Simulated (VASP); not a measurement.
Wanted: the native input for a VASP 6.6.1 run.

```yaml
Task: single point
Functional: PBE
Potentials_or_basis: VASP PAW PBE potentials, release 64 (In_d)
Cutoff: 520 eV
k_mesh: 13 × 13 × 13
Occupations: fermi-dirac, width 0.05 eV
Spin: non-collinear spin, zero start, spin-orbit coupling
Starting_moments: "[[0.0, 0.0, 0.0]] μB"
Dipole_correction: no
Further_INCAR_settings: ALGO = Normal; EDIFF = 1e-06; NBANDS = 24
```

The structure of In lies in POSCAR:

```
In
1.0
    3.0902688668      0.0000000000      0.0000000000
    0.0000000000      3.0902688668      0.0000000000
    0.0000000000      0.0000000000      3.0902688668
In
1
Direct
    0.0000000000      0.0000000000      0.0000000000
```

This isn't the form of In at room conditions, which is tetragonal.

These files were run (other wordings do the same):

INCAR

```
ALGO = Normal ; EDIFF = 1E-6
ENCUT = 520 ; GGA = PE
GGA_COMPAT = False ; ISIF = 2
ISMEAR = -1 ; LASPH = True
LCHARG = False ; LORBIT = 11
LORBMOM = True ; LREAL = False
LSORBIT = True ; LWAVE = False
MAGMOM = 0 0 0 ; NBANDS = 24
NELM = 150 ; PREC = Accurate
SIGMA = 0.05
```

KPOINTS

```
k-points
0
Gamma
  13 13 13
```

Potentials or basis: VASP PAW PBE potentials, release 64 (In_d).

Launch:

```sh
$ cat potpaw_PBE.64/In_d/POTCAR > POTCAR
$ mpirun -np 1 vasp_ncl > vasp.out
```

Results of the run:

- Pressure: 0.0 GPa
- Net moment: 0.00 μB per cell
- Valence electrons inside the program's atomic spheres: In 11.35

It took 95 s on 1 thread of Intel Xeon 8259CL, on a shared host, peak memory 0.24 GiB.
